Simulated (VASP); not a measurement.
The system is PbO2.

```
Pb O
1.0
     0.00000    2.66547    2.66547
     2.66547    0.00000    2.66547
     2.66547    2.66547    0.00000
Pb O
1 2
Direct
  0.00000 0.00000 0.00000
  0.75000 0.75000 0.75000
  0.25000 0.25000 0.25000
```

This cell differs from its parent crystal: volume scaled by 0.96.

Program: VASP 6.6.1. Alike in all runs: task single point; no spin polarisation; cell as given; k mesh 9 × 9 × 9; cutoff (eV) 520; smearing fermi-dirac 0.05 eV.

**Question.** Order these runs on this cell by their pressure, lowest first.
A. level LDA; potentials or basis VASP PAW LDA potentials, release 64 (Pb_d, O)
B. level PBE; potentials or basis VASP PAW PBE potentials, release 64 (Pb_d, O)
C. level r2SCAN; potentials or basis VASP PAW PBE potentials, release 64 (Pb_d, O)

**Answer.** A (-4.3 GPa), C (0.1 GPa), B (6.8 GPa).

Caveats: the PAW data sets were made with another functional, which shifts forces and pressure a little (some runs).
